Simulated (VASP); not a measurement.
# SbPt (P6_3/mmc) in VASP: further runs, part 2 of 2

VASP 6.6.1. The steps go on from the part before.

### 4 Electric field gradients, LDA (19.80 Å³/atom)

This run uses another cell than the first one, of 19.80 Å³/atom.

The input, INCAR:

```
SYSTEM = SbPt
  PREC = Accurate
  ENCUT = 430
  EDIFF = 1E-8
  ISMEAR = -1
  SIGMA = 0.08
  LREAL = .False.
  LASPH = .True.
  NELM = 120
  ALGO = Normal
  ISIF = 2
  LWAVE = .False.
  LCHARG = .False.
  LEFG = .True.
  NBANDS = 41
  GGA_COMPAT = .False.
```

The input, KPOINTS:

```
regular mesh
0
Gamma
  11 11 8
  0 0 0
```

The input, POSCAR:

```
SbPt
1.0
    4.1022789289      0.0000000000      0.0000000000
   -2.0511394644      3.5526777658      0.0000000000
    0.0000000000      0.0000000000      5.4352740612
Sb Pt
2 2
Direct
    0.3333333333      0.6666666667      0.2500000000
    0.6666666667      0.3333333333      0.7500000000
    0.0000000000      0.0000000000      0.0000000000
    0.0000000000      0.0000000000      0.5000000000
```

Potentials or basis: VASP PAW LDA potentials, release 64 (Sb_d_GW, Pt_sv_GW).

Command:

```
> cat potpaw_LDA.64/Sb_d_GW/POTCAR potpaw_LDA.64/Pt_sv_GW/POTCAR > POTCAR
> mpirun -np 1 vasp_std > vasp.out
```

OUTCAR:

```text
SYSTEM = SbPt
   PREC = Accurate
   ENCUT = 430
   EDIFF = 1E-8
   ISMEAR = -1
   LREAL = .False.
   LASPH = .True.
   NELM = 120
   ISIF = 2

 ion  position               nearest neighbor table
   1  0.333  0.667  0.250-   3 2.73   4 2.73   3 2.73   4 2.73   3 2.73   4 2.73
   2  0.667  0.333  0.750-   3 2.73   4 2.73   3 2.73   4 2.73   3 2.73   4 2.73
   3  0.000  0.000  0.000-   4 2.72   4 2.72   1 2.73   2 2.73   1 2.73   2 2.73   2 2.73   1 2.73

   4  0.000  0.000  0.500-   3 2.72   3 2.72   1 2.73   2 2.73   1 2.73   2 2.73   2 2.73   1 2.73

  LATTYP: Found a hexagonal cell.
 ALAT       =     4.1022789289
 C/A-ratio  =     1.3249401504

  Lattice vectors:

 A1 = (   4.1022789289,   0.0000000000,   0.0000000000)
 A2 = (  -2.0511394644,   3.5526777658,   0.0000000000)
 A3 = (   0.0000000000,   0.0000000000,   5.4352740612)

Analysis of symmetry for initial positions (statically):
=====================================================================
 Subroutine PRICEL returns:
 Original cell was already a primitive cell.

 Routine SETGRP: Setting up the symmetry group for a
 hexagonal supercell.

 Subroutine GETGRP returns: Found 24 space group operations
 (whereof 12 operations were pure point group operations)
 out of a pool of 24 trial point group operations.

The static configuration has the point symmetry D_3d.
 The point group associated with its full space group is D_6h.

Analysis of symmetry for dynamics (positions and initial velocities):
=====================================================================
 Subroutine PRICEL returns:
 Original cell was already a primitive cell.

 Routine SETGRP: Setting up the symmetry group for a
 hexagonal supercell.

 Subroutine GETGRP returns: Found 24 space group operations
 (whereof 12 operations were pure point group operations)
 out of a pool of 24 trial point group operations.

The dynamic configuration has the point symmetry D_3d.
 The point group associated with its full space group is D_6h.

 Subroutine INISYM returns: Found 24 space group operations
 (whereof 12 operations are pure point group operations),
 and found     1 'primitive' translations

----------------------------------------------------------------------------------------

                                     Primitive cell

  volume of cell :      79.2141

  direct lattice vectors                    reciprocal lattice vectors
     4.102278929  0.000000000  0.000000000     0.243766945  0.140738911  0.000000000
    -2.051139464  3.552677766  0.000000000     0.000000000  0.281477822  0.000000000
     0.000000000  0.000000000  5.435274061     0.000000000  0.000000000  0.183983363

  length of vectors
     4.102278929  4.102278929  5.435274061     0.281477822  0.281477822  0.183983363

  position of ions in fractional coordinates (direct lattice)
     0.333333333  0.666666667  0.250000000
     0.666666667  0.333333333  0.750000000
     0.000000000  0.000000000  0.000000000
[... 93 lines left out ...]
   EMIN   =  10.00;   EMAX   =-10.00  energy-range for DOS
   EFERMI =   0.00;   METHOD = LEGACY
   ISMEAR =    -1;   SIGMA  =   0.08  broadening in eV -4-tet -1-fermi 0-gaus
   EFERMI_NEDOS =   21; number of points for ismear=-14 and -15
   IALGO  =     38    algorithm
   IMIX   =      4    mixing-type and parameters
     AMIX     =   0.40;   BMIX     =  1.00
     AMIX_MAG =   1.60;   BMIX_MAG =  1.00
  volume/ion in A,a.u.               =      19.80       133.64
  Fermi-wavevector in a.u.,A,eV,Ry     =   1.540477  2.911080 32.287585  2.373071
  Thomas-Fermi vector in A             =   2.646559
   LORBIT       =      0    0 simple, 1 ext, 2 COOP (PROOUT), +10 PAW based schemes
   GGA     = CA    functional components
   LHFCALC =     F    Hartree Fock is set to
   AEXX    =    0.0000 exact exchange contribution
   IVDW    =     0    specifies the selected vdW correction
   LEPSILON=     F    determine dielectric tensor
   LRPA    =     F    only Hartree local field effects (RPA)
 non-spin polarized calculation
  energy-cutoff  :      430.00
  volume of cell :       79.21
 maximum number of plane-waves:      1622
 NGX is ok and might be reduce to    28
   NGX = 13   NGY = 13   NGZ = 19

 number of electron      65.9999989 magnetization

 Free energy of the ion-electron system (eV)
  ---------------------------------------------------
  ext. energy  EPLUGINS =         0.00000000
  ---------------------------------------------------
  free energy    TOTEN  =       -25.89471404 eV

  energy without entropy =      -25.85350814  energy(sigma->0) =      -25.87411109

 E-fermi :   8.6657     XC(G=0): -12.3507

 val. band max:        8.6637163848   @ k =   0.2727   0.2727   0.1250
 cond. band min:       8.6886929908   @ k =   0.2727   0.0000   0.3750
 fundamental gap:      0.0249766059
 Fermi energy:         8.6657131563

 k-point     1 :       0.0000    0.0000    0.0000
  band No.  band energies     occupation
      1     -89.9440      2.00000
      2     -89.9285      2.00000
      3     -44.7034      2.00000
      4     -44.4588      2.00000
      5     -44.4588      2.00000
      6     -44.4273      2.00000
[... 1045 lines left out ...]
     40      15.3636      0.00000
     41      16.1997      0.00000

 [... further k-points ...]

------------------------ aborting loop because EDIFF is reached ----------------------------------------

  FORCE on cell =-STRESS in cart. coord.  units (eV):
  Direction    XX          YY          ZZ          XY          YZ          ZX
  --------------------------------------------------------------------------------------
  -------------------------------------------------------------------------------------
  Total        1.0325805      1.0325805      0.6739400      0.0000000     -0.0000000      0.0000000
  in kB       20.8848840     20.8848840     13.6310507      0.0000000     -0.0000000      0.0000000
  external PRESSURE =      18.4669396 kB  Pullay stress =       0.0000000 kB

 VOLUME and BASIS-vectors are now :
 -----------------------------------------------------------------------------
  energy-cutoff  :      430.00
  volume of cell :       79.21
      direct lattice vectors                 reciprocal lattice vectors
     4.102278929  0.000000000  0.000000000     0.243766945  0.140738911  0.000000000
    -2.051139464  3.552677766  0.000000000     0.000000000  0.281477822  0.000000000
     0.000000000  0.000000000  5.435274061     0.000000000  0.000000000  0.183983363

 POSITION                                       TOTAL-FORCE (eV/Angst)
 -----------------------------------------------------------------------------------
     -0.00000      2.36845      1.35882         0.000000      0.000000      0.000000
      2.05114      1.18423      4.07646        -0.000000     -0.000000      0.000000
      0.00000      0.00000      0.00000        -0.000000      0.000000      0.000000
      0.00000      0.00000      2.71764         0.000000      0.000000      0.000000
 -----------------------------------------------------------------------------------
    total drift:                                0.000000     -0.000000      0.000000

  FREE ENERGIE OF THE ION-ELECTRON SYSTEM (eV)
  ---------------------------------------------------
  free  energy   TOTEN  =       -25.8947140415 eV

  energy  without entropy=      -25.8535081361  energy(sigma->0) =      -25.87411109

 Electric field gradients (V/A^2)
---------------------------------------------------------------------
 ion       V_xx      V_yy      V_zz      V_xy      V_xz      V_yz
---------------------------------------------------------------------
   1      -9.588    -9.583    19.170     0.004     0.000    -0.000
   2      -9.588    -9.583    19.170     0.004    -0.000     0.000
   3      54.261    54.262  -108.523     0.001     0.000    -0.000
   4      54.261    54.262  -108.523     0.001    -0.000     0.000
---------------------------------------------------------------------

 Electric field gradients after diagonalization (V/A^2)
 (convention: |V_zz| > |V_xx| > |V_yy|)
----------------------------------------------------------------------
 ion       V_xx      V_yy      V_zz     asymmetry (V_yy - V_xx)/ V_zz
----------------------------------------------------------------------
   1      -9.590    -9.580    19.170       0.001
   2      -9.590    -9.580    19.170       0.001
   3      54.262    54.261  -108.523       0.000
   4      54.262    54.261  -108.523       0.000
----------------------------------------------------------------------

           NMR quadrupolar parameters

 Cq : quadrupolar parameter    Cq=e*Q*V_zz/h
 eta: asymmetry parameters     (V_yy - V_xx)/ V_zz
 Q  : nuclear electric quadrupole moment in mb (millibarn)
----------------------------------------------------------------------
 ion       Cq(MHz)       eta       Q (mb)
----------------------------------------------------------------------
   1       0.046       0.001       1.000
   2       0.046       0.001       1.000
   3      -0.262       0.000       1.000
   4      -0.262       0.000       1.000
----------------------------------------------------------------------
```

stdout:

```text
POSCAR found type information on POSCAR SbPt
 POSCAR found :  2 types and       4 ions
 scaLAPACK will be used
 LDA part: xc-table for (Slater(with rela. corr.)+CA(PZ))
 , standard interpolation
 POSCAR, INCAR and KPOINTS ok, starting setup
 FFT: planning ... GRIDC
 FFT: planning ... GRID_SOFT
 FFT: planning ... GRID
 WAVECAR not read
 entering main loop
ion   1

ion   2

ion   3

ion   4
```

It took 2.2 min on 1 thread of AMD EPYC 9R45 (Zen 5), shared host; peak memory 0.27 GiB.

What came out:

| Item | Value |
| --- | --- |
| Free energy | -25.8947 eV |
| Pressure | 1.8 GPa |
| Band gap on the k mesh | zero (bands 33 and 34 overlap by 4.06 eV) |
| Largest electric field gradient by atom | Sb +19.2; Pt -108.5 V/Å² |

Stress tensor (GPa, compression positive):
```
2.09 0.00 0.00
0.00 2.09 0.00
0.00 0.00 1.36
```

Levels at points of the mesh, in eV from the Fermi level:
```
           k point  band 31  band 32  band 33  band 34  band 35  band 36
(0.00, 0.00, 0.00)    -0.10    -0.10     0.76     2.34     2.40     3.69
(0.00, 0.00, 0.50)    -1.20    -1.20     2.40     2.40     2.40     2.40
```

Electric field gradients, principal values (V/Å²):
| atom | least | middle | greatest (by size) |
| --- | --- | --- | --- |
| 1 Sb | -9.580 | -9.590 | 19.170 |
| 2 Sb | -9.580 | -9.590 | 19.170 |
| 3 Pt | 54.261 | 54.262 | -108.523 |
| 4 Pt | 54.261 | 54.262 | -108.523 |

Caveat: without QUAD_EFG the Cq values of the log hold for a quadrupole moment of 1 mb, not for the nuclei; spin-orbit coupling is left out, which moves the levels of the heavy elements.

### 5 Electric field gradients, LDA (19.00 Å³/atom)

This run uses another cell than the first one, of 19.00 Å³/atom.

The input, INCAR:

```
SYSTEM = SbPt
ALGO = Normal ; EDIFF = 1E-8
ENCUT = 430 ; GGA = CA
GGA_COMPAT = .FALSE. ; ISIF = 2
ISMEAR = -1 ; LASPH = .TRUE.
LCHARG = .FALSE. ; LEFG = .TRUE.
LREAL = .FALSE. ; LWAVE = .FALSE.
NBANDS = 41 ; NELM = 120
PREC = Accurate ; SIGMA = 0.08
```

The input, KPOINTS:

```
k-points
0
G
  11 11 8
  0 0 0
```

The input, POSCAR:

```
SbPt
1.0
    4.0456885431      0.0000000000      0.0000000000
   -2.0228442715      3.5036690541      0.0000000000
    0.0000000000      0.0000000000      5.3602951869
Sb Pt
2 2
Direct
    0.3333333333      0.6666666667      0.2500000000
    0.6666666667      0.3333333333      0.7500000000
    0.0000000000      0.0000000000      0.0000000000
    0.0000000000      0.0000000000      0.5000000000
```

Potentials or basis: VASP PAW LDA potentials, release 64 (Sb_d_GW, Pt_sv_GW).

Command:

```
> cat potpaw_LDA.64/Sb_d_GW/POTCAR potpaw_LDA.64/Pt_sv_GW/POTCAR > POTCAR
> mpirun -np 1 vasp_std > vasp.out
```

OUTCAR:

```text
SYSTEM = SbPt
   EDIFF = 1E-8
   ENCUT = 430
   GGA = CA
   ISIF = 2
   ISMEAR = -1
   LASPH = .TRUE.
   LREAL = .FALSE.
   NELM = 120
   PREC = Accurate

 ion  position               nearest neighbor table
   1  0.333  0.667  0.250-   3 2.69   4 2.69   3 2.69   4 2.69   3 2.69   4 2.69
   2  0.667  0.333  0.750-   3 2.69   4 2.69   3 2.69   4 2.69   3 2.69   4 2.69
   3  0.000  0.000  0.000-   4 2.68   4 2.68   1 2.69   2 2.69   1 2.69   2 2.69   2 2.69   1 2.69

   4  0.000  0.000  0.500-   3 2.68   3 2.68   1 2.69   2 2.69   1 2.69   2 2.69   2 2.69   1 2.69

  LATTYP: Found a hexagonal cell.
 ALAT       =     4.0456885431
 C/A-ratio  =     1.3249401504

  Lattice vectors:

 A1 = (   4.0456885431,   0.0000000000,   0.0000000000)
 A2 = (  -2.0228442715,   3.5036690541,   0.0000000000)
 A3 = (   0.0000000000,   0.0000000000,   5.3602951869)

Analysis of symmetry for initial positions (statically):
=====================================================================
 Subroutine PRICEL returns:
 Original cell was already a primitive cell.

 Routine SETGRP: Setting up the symmetry group for a
 hexagonal supercell.

 Subroutine GETGRP returns: Found 24 space group operations
 (whereof 12 operations were pure point group operations)
 out of a pool of 24 trial point group operations.

The static configuration has the point symmetry D_3d.
 The point group associated with its full space group is D_6h.

Analysis of symmetry for dynamics (positions and initial velocities):
=====================================================================
 Subroutine PRICEL returns:
 Original cell was already a primitive cell.

[... 1226 lines left out ...]

  FORCE on cell =-STRESS in cart. coord.  units (eV):
  Direction    XX          YY          ZZ          XY          YZ          ZX
  --------------------------------------------------------------------------------------
  -------------------------------------------------------------------------------------
  Total        4.4620427      4.4620427      4.5452801      0.0000000      0.0000000     -0.0000000
  in kB       94.0892649     94.0892649     95.8444567      0.0000000      0.0000000     -0.0000000
  external PRESSURE =      94.6743288 kB  Pullay stress =       0.0000000 kB

 VOLUME and BASIS-vectors are now :
 -----------------------------------------------------------------------------
  energy-cutoff  :      430.00
  volume of cell :       75.98
      direct lattice vectors                 reciprocal lattice vectors
     4.045688543  0.000000000  0.000000000     0.247176714  0.142707542  0.000000000
    -2.022844271  3.503669054  0.000000000     0.000000000  0.285415085  0.000000000
     0.000000000  0.000000000  5.360295187     0.000000000  0.000000000  0.186556890

 POSITION                                       TOTAL-FORCE (eV/Angst)
 -----------------------------------------------------------------------------------
     -0.00000      2.33578      1.34007        -0.000000      0.000000      0.000000
      2.02284      1.16789      4.02022         0.000000     -0.000000      0.000000
      0.00000      0.00000      0.00000         0.000000     -0.000000     -0.000000
      0.00000      0.00000      2.68015        -0.000000     -0.000000     -0.000000
 -----------------------------------------------------------------------------------
    total drift:                               -0.000000      0.000000      0.000000

  FREE ENERGIE OF THE ION-ELECTRON SYSTEM (eV)
  ---------------------------------------------------
  free  energy   TOTEN  =       -25.7461518704 eV

  energy  without entropy=      -25.7066810837  energy(sigma->0) =      -25.72641648

 Electric field gradients (V/A^2)
---------------------------------------------------------------------
 ion       V_xx      V_yy      V_zz      V_xy      V_xz      V_yz
---------------------------------------------------------------------
   1     -11.780   -11.776    23.556     0.003    -0.000     0.000
   2     -11.780   -11.776    23.556     0.003     0.000    -0.000
   3      55.218    55.219  -110.437     0.000     0.000    -0.000
   4      55.218    55.219  -110.437     0.000    -0.000     0.000
---------------------------------------------------------------------

 Electric field gradients after diagonalization (V/A^2)
 (convention: |V_zz| > |V_xx| > |V_yy|)
----------------------------------------------------------------------
 ion       V_xx      V_yy      V_zz     asymmetry (V_yy - V_xx)/ V_zz
----------------------------------------------------------------------
   1     -11.782   -11.774    23.556       0.000
   2     -11.782   -11.774    23.556       0.000
   3      55.219    55.218  -110.437       0.000
   4      55.219    55.218  -110.437       0.000
----------------------------------------------------------------------

           NMR quadrupolar parameters

 Cq : quadrupolar parameter    Cq=e*Q*V_zz/h
 eta: asymmetry parameters     (V_yy - V_xx)/ V_zz
 Q  : nuclear electric quadrupole moment in mb (millibarn)
----------------------------------------------------------------------
 ion       Cq(MHz)       eta       Q (mb)
----------------------------------------------------------------------
   1       0.057       0.000       1.000
   2       0.057       0.000       1.000
   3      -0.267       0.000       1.000
   4      -0.267       0.000       1.000
----------------------------------------------------------------------
```

stdout:

```text
POSCAR found type information on POSCAR SbPt
 POSCAR found :  2 types and       4 ions
 scaLAPACK will be used
 LDA part: xc-table for (Slater(with rela. corr.)+CA(PZ))
 , standard interpolation
 POSCAR, INCAR and KPOINTS ok, starting setup
 FFT: planning ... GRIDC
 FFT: planning ... GRID_SOFT
 FFT: planning ... GRID
 WAVECAR not read
 entering main loop
ion   1

ion   2

ion   3

ion   4
```

Wall time 2.7 min (1 thread of Intel Xeon Platinum 8488C (Sapphire Rapids), shared host); peak memory 0.29 GiB.

What came out:

```
Free energy                             : -25.7462 eV
Pressure                                : 9.5 GPa
Band gap on the k mesh                  : zero (bands 33 and 34 overlap by 4.26 eV)
Largest electric field gradient by atom : Sb +23.6; Pt -110.4 V/Å²
```

Electric field gradients, principal values (V/Å²):
```tsv
atom	least	middle	greatest (by size)
1 Sb	-11.774	-11.782	23.556
2 Sb	-11.774	-11.782	23.556
3 Pt	55.218	55.219	-110.437
4 Pt	55.218	55.219	-110.437
```

Caveat: the cell stands under pressure; without QUAD_EFG the Cq values of the log hold for a quadrupole moment of 1 mb, not for the nuclei; spin-orbit coupling is left out, which moves the levels of the heavy elements.

### 6 Overview

| cell | gap on the mesh (eV) | pressure (GPa) |
| --- | --- | --- |
| a = 4.130, b = 4.130, c = 5.472 Å, angles 90.0, 90.0, 120.0°, 4 atoms | none | -1.3 |
| a = 4.074, b = 4.074, c = 5.398 Å, angles 90.0, 90.0, 120.0°, 4 atoms | none | 5.4 |
| a = 4.102, b = 4.102, c = 5.435 Å, angles 90.0, 90.0, 120.0°, 4 atoms | none | 1.8 |
| a = 4.046, b = 4.046, c = 5.360 Å, angles 90.0, 90.0, 120.0°, 4 atoms | none | 9.5 |

Alike in all rows: task electric field gradients; level LDA; potentials or basis VASP PAW LDA potentials, release 64 (Sb_d_GW, Pt_sv_GW); no spin polarisation; k mesh 11 × 11 × 8; cutoff (eV) 430; smearing fermi-dirac 0.08 eV.

Caveats: spin-orbit coupling is left out, which moves the levels of the heavy elements; the cell stands under pressure (at least some runs).

Absolute energies hang on the potentials; compare differences alone.

The gap in the log of VASP goes by the Fermi energy; the results here count the filled bands.